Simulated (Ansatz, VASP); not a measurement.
## One calculation of Al4Ru3, two programs

```
CELL_PARAMETERS angstrom
0.00000 -3.07430 0.00000
3.07430 0.00000 0.00000
-1.53715 1.53715 10.18232
ATOMIC_POSITIONS crystal
Al 0.28970 0.28970 0.57940
Al 0.71030 0.71030 0.42060
Al 0.42853 0.42853 0.85705
Al 0.57147 0.57147 0.14295
Ru 0.85223 0.85223 0.70447
Ru 0.14777 0.14777 0.29553
Ru 0.00000 0.00000 0.00000
```

Alike in both runs: task single point; functional PBE; k mesh 8 × 8 × 8; occupations gaussian, width 0.2 eV; no spin polarisation.

|  | VASP | Ansatz |
| --- | --- | --- |
| version | VASP 6.6.1 | Ansatz 0.2.0 |
| potentials or method | VASP PAW PBE potentials, release 64 (Al, Ru_pv), cutoff 520 eV | scalar-relativistic, plane waves, PAW |
| valence electrons in the cell | 54 | 60 |

```csv
,VASP,Ansatz,Ansatz less VASP
gap on the k mesh at the Fermi level (eV),none,none,-
pressure (GPa),0.1,0.1,+0.02
"traceless stress, the component that is largest in VASP (GPa)",0.10,0.11,+0.012
rms of the force components (eV/Å),0.030,0.028,-0.0019
```

Atom by atom the forces differ by 0.003 eV/Å (rms over components). A gap of «none» marks a metal or a gap that the smearing closes. VASP's potentials hold 54 valence electrons a cell and Ansatz's 60, so a difference there can come from the potentials and not from the codes.
